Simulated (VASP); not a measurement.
# Te2Mo in VASP: notebook, part 2 of 3

VASP 6.6.1.

### 3 Single point, LDA

The input, INCAR:

```
ALGO = Normal ; EDIFF = 1E-6
ENCUT = 500 ; GGA = CA
GGA_COMPAT = False ; ISIF = 2
ISMEAR = 1 ; LASPH = True
LCHARG = False ; LREAL = False
LWAVE = False ; NBANDS = 20
NELM = 120 ; PREC = Accurate
SIGMA = 0.05
```

The input, KPOINTS:

```
k-points
0
Gamma
  9 9 2
```

The input, POSCAR:

```
Te2Mo
1.0
    3.5602300000      0.0000000000      0.0000000000
   -1.7801150000      3.0832496233      0.0000000000
    0.0000000000      0.0000000000     17.5240600000
Te Mo
2 1
Direct
    0.3333333333      0.6666666667      0.8978600000
    0.3333333333      0.6666666667      0.1021400000
    0.0000000000      0.0000000000      0.0000000000
```

Potentials or basis: VASP PAW LDA potentials, release 64 (Te, Mo_sv).

Started as:

```console
cat potpaw_LDA.64/Te/POTCAR potpaw_LDA.64/Mo_sv/POTCAR > POTCAR
mpirun -np 1 vasp_std > vasp.out
```

OUTCAR:

```text
EDIFF = 1E-6
   ENCUT = 500
   GGA = CA
   ISIF = 2
   ISMEAR = 1
   LASPH = True
   LREAL = False
   NELM = 120
   PREC = Accurate

 ion  position               nearest neighbor table
   1  0.333  0.667  0.898-   3 2.73   3 2.73   3 2.73   2 3.58
   2  0.333  0.667  0.102-   3 2.73   3 2.73   3 2.73   1 3.58
   3  0.000  0.000  0.000-   1 2.73   2 2.73   1 2.73   2 2.73   1 2.73   2 2.73

  LATTYP: Found a hexagonal cell.
 ALAT       =     3.5602300000
 C/A-ratio  =     4.9221707586

  Lattice vectors:

 A1 = (   3.5602300000,   0.0000000000,   0.0000000000)
 A2 = (  -1.7801150000,   3.0832496233,   0.0000000000)
 A3 = (   0.0000000000,   0.0000000000,  17.5240600000)

Analysis of symmetry for initial positions (statically):
=====================================================================
 Subroutine PRICEL returns:
 Original cell was already a primitive cell.

 Routine SETGRP: Setting up the symmetry group for a
 hexagonal supercell.

 Subroutine GETGRP returns: Found 12 space group operations
 (whereof 12 operations were pure point group operations)
 out of a pool of 24 trial point group operations.

The static configuration has the point symmetry D_3h.

Analysis of symmetry for dynamics (positions and initial velocities):
=====================================================================
 Subroutine PRICEL returns:
 Original cell was already a primitive cell.

 Routine SETGRP: Setting up the symmetry group for a
 hexagonal supercell.

 Subroutine GETGRP returns: Found 12 space group operations
 (whereof 12 operations were pure point group operations)
 out of a pool of 24 trial point group operations.

The dynamic configuration has the point symmetry D_3h.

 Subroutine INISYM returns: Found 12 space group operations
 (whereof 12 operations are pure point group operations),
 and found     1 'primitive' translations

----------------------------------------------------------------------------------------

                                     Primitive cell

  volume of cell :     192.3630

  direct lattice vectors                    reciprocal lattice vectors
     3.560230000  0.000000000  0.000000000     0.280880730  0.162166565  0.000000000
    -1.780115000  3.083249623  0.000000000     0.000000000  0.324333130  0.000000000
     0.000000000  0.000000000 17.524060000     0.000000000  0.000000000  0.057064402

  length of vectors
     3.560230000  3.560230000 17.524060000     0.324333130  0.324333130  0.057064402

  position of ions in fractional coordinates (direct lattice)
     0.333333333  0.666666667  0.897860000
     0.333333333  0.666666667  0.102140000
     0.000000000  0.000000000  0.000000000

  ion indices of the primitive-cell ions
   primitive index   ion index
                 1           1
                 2           2
                 3           3

----------------------------------------------------------------------------------------

 KPOINTS: k-points

Automatic generation of k-mesh.
 Grid dimensions read from file:
 generate k-points for:    9    9    2

 Generating k-lattice:

  Cartesian coordinates                     Fractional coordinates (reciprocal lattice)
     0.031208970  0.018018507  0.000000000     0.111111111 -0.000000000  0.000000000
     0.000000000  0.036037014  0.000000000     0.000000000  0.111111111  0.000000000
     0.000000000  0.000000000  0.028532201     0.000000000  0.000000000  0.500000000

  Length of vectors
     0.036037014  0.036037014  0.028532201

  Shift w.r.t. Gamma in fractional coordinates (k-lattice)
     0.000000000  0.000000000  0.000000000

 Subroutine IBZKPT returns following result:
 ===========================================

 Found     24 irreducible k-points:

 Following reciprocal coordinates:
            Coordinates               Weight
  0.000000  0.000000  0.000000      1.000000
  0.111111  0.000000  0.000000      6.000000
  0.222222  0.000000  0.000000      6.000000
  0.333333  0.000000  0.000000      6.000000
  0.444444  0.000000  0.000000      6.000000
  0.111111  0.111111  0.000000      6.000000
[... 16 lines left out ...]
  0.333333  0.222222  0.500000     12.000000
  0.333333  0.333333  0.500000      2.000000
   k-points           NKPTS =     24   k-points in BZ     NKDIM =     24   number of bands    NBANDS=     20
   number of dos      NEDOS =    301   number of ions     NIONS =      3
   total plane-waves  NPLWV = 100352
   dimension x,y,z NGX =    28 NGY =   28 NGZ =  128
   dimension x,y,z NGXF=    56 NGYF=   56 NGZF=  256
   ions per type =               2   1
   NGX,Y,Z   is equivalent  to a cutoff of  13.07, 13.07, 12.14 a.u.
   NGXF,Y,Z  is equivalent  to a cutoff of  26.15, 26.15, 24.29 a.u.
 SYSTEM =  unknown system
   PREC   = accura    normal or accurate (medium, high low for compatibility)
   ISTART =      0    job   : 0-new  1-cont  2-samecut
   ICHARG =      2    charge: 1-file 2-atom 10-const
   ISPIN  =      1    spin polarized calculation?
   LNONCOLLINEAR =      F non collinear calculations
   LSORBIT =      F    spin-orbit coupling
   LASPH  =      T    aspherical Exc in radial PAW
   ENCUT  =  500.0 eV  36.75 Ry    6.06 a.u.   6.49  6.49 31.95*2*pi/ulx,y,z
   NELM   =    120;   NELMIN=  2; NELMDL= -5     # of ELM steps
   EDIFF  = 0.1E-05   stopping-criterion for ELM
   LREAL  =      F    real-space projection
   EDIFFG = 0.1E-04   stopping-criterion for IOM
   NSW    =      0    number of steps for IOM
   IBRION =     -1    ionic relax: 0-MD 1-quasi-New 2-CG
   NFREE  =      0    steps in history (QN), initial steepest desc. (CG)
   ISIF   =      2    stress and relaxation
   ISYM   =      2    0-nonsym 1-usesym 2-fastsym
   POTIM  = 0.5000    time-step for ionic-motion
   TEBEG  =    0.0;   TEEND  =   0.0 temperature during run
   PSTRESS=    0.0 pullay stress
   NELECT =      26.0000    total number of electrons
   NUPDOWN=      -1.0000    fix difference up-down
   EMIN   =  10.00;   EMAX   =-10.00  energy-range for DOS
   EFERMI =   0.00;   METHOD = LEGACY
   ISMEAR =     1;   SIGMA  =   0.05  broadening in eV -4-tet -1-fermi 0-gaus
   EFERMI_NEDOS =   21; number of points for ismear=-14 and -15
   IALGO  =     38    algorithm
   IMIX   =      4    mixing-type and parameters
     AMIX     =   0.40;   BMIX     =  1.00
     AMIX_MAG =   1.60;   BMIX_MAG =  1.00
  volume/ion in A,a.u.               =      64.12       432.71
  Fermi-wavevector in a.u.,A,eV,Ry     =   0.840154  1.587660  9.603786  0.705858
  Thomas-Fermi vector in A             =   1.954489
   LORBIT       =      0    0 simple, 1 ext, 2 COOP (PROOUT), +10 PAW based schemes
   GGA     = CA    functional components
   LHFCALC =     F    Hartree Fock is set to
   AEXX    =    0.0000 exact exchange contribution
   IVDW    =     0    specifies the selected vdW correction
   LEPSILON=     F    determine dielectric tensor
   LRPA    =     F    only Hartree local field effects (RPA)
 non-spin polarized calculation
 Methfessel and Paxton  Order N= 1 SIGMA  =   0.05
  energy-cutoff  :      500.00
  volume of cell :      192.36
 maximum number of plane-waves:      4959
 NGX is ok and might be reduce to    28
   NGX = 13   NGY = 13   NGZ = 63

 number of electron      25.9999997 magnetization

 Free energy of the ion-electron system (eV)
  ---------------------------------------------------
  ext. energy  EPLUGINS =         0.00000000
  ---------------------------------------------------
  free energy    TOTEN  =       -20.41223420 eV

  energy without entropy =      -20.41230578  energy(sigma->0) =      -20.41225806

 E-fermi :  -0.0922     XC(G=0):  -4.8294

 val. band max:       -0.1343041765   @ k =   0.3333   0.3333   0.5000
 cond. band min:       0.9093472280   @ k =   0.3333   0.3333   0.5000
 fundamental gap:      1.0436514044
 Fermi energy:        -0.0922150856

 k-point     1 :       0.0000    0.0000    0.0000
  band No.  band energies     occupation
      1     -60.4381      2.00000
      2     -34.7741      2.00000
      3     -34.6668      2.00000
      4     -34.6668      2.00000
      5     -12.6719      2.00000
      6     -11.6917      2.00000
[... 12 lines left out ...]
     19       4.7633      0.00000
     20       5.5503      0.00000
[... 507 lines left out ...]
 k-point    24 :       0.3333    0.3333    0.5000
  band No.  band energies     occupation
      1     -60.4285      2.00000
      2     -34.7561      2.00000
      3     -34.7445      2.00000
      4     -34.7399      2.00000
      5     -10.4835      2.00000
      6     -10.2338      2.00000
[... 12 lines left out ...]
     19       5.0196      0.00000
     20       7.1850      0.00000

------------------------ aborting loop because EDIFF is reached ----------------------------------------

  FORCE on cell =-STRESS in cart. coord.  units (eV):
  Direction    XX          YY          ZZ          XY          YZ          ZX
  --------------------------------------------------------------------------------------
  -------------------------------------------------------------------------------------
  Total       -2.3724067     -2.3724067     -1.3310838      0.0000000      0.0000000     -0.0000000
  in kB      -19.7596045    -19.7596045    -11.0865012      0.0000000      0.0000000     -0.0000000
  external PRESSURE =     -16.8685701 kB  Pullay stress =       0.0000000 kB

 VOLUME and BASIS-vectors are now :
 -----------------------------------------------------------------------------
  energy-cutoff  :      500.00
  volume of cell :      192.36
      direct lattice vectors                 reciprocal lattice vectors
     3.560230000  0.000000000  0.000000000     0.280880730  0.162166565  0.000000000
    -1.780115000  3.083249623  0.000000000     0.000000000  0.324333130  0.000000000
     0.000000000  0.000000000 17.524060000     0.000000000  0.000000000  0.057064402

 POSITION                                       TOTAL-FORCE (eV/Angst)
 -----------------------------------------------------------------------------------
     -0.00000      2.05550     15.73415        -0.000000     -0.000000      0.368521
     -0.00000      2.05550      1.78991        -0.000000      0.000000     -0.368521
      0.00000      0.00000      0.00000         0.000000      0.000000      0.000000
 -----------------------------------------------------------------------------------
    total drift:                                0.000000     -0.000000     -0.000000

  FREE ENERGIE OF THE ION-ELECTRON SYSTEM (eV)
  ---------------------------------------------------
  free  energy   TOTEN  =       -20.4122341969 eV

  energy  without entropy=      -20.4123057760  energy(sigma->0) =      -20.41225806
```

It took 74 s on 1 thread of AMD EPYC 9R45 (Zen 5), shared host; peak memory 0.25 GiB.

What came out:

- Free energy: -20.4122 eV
- Largest force: 0.369 eV/Å
- Band gap on the k mesh: 1.04 eV

Forces in eV/Å, atoms in the order of the input:
```
Te   0.000  0.000  0.369
Te   0.000  0.000 -0.369
Mo   0.000  0.000  0.000
```

Caveat: spin-orbit coupling is left out, which moves the levels of the heavy elements.

[end of part 2 of 3]
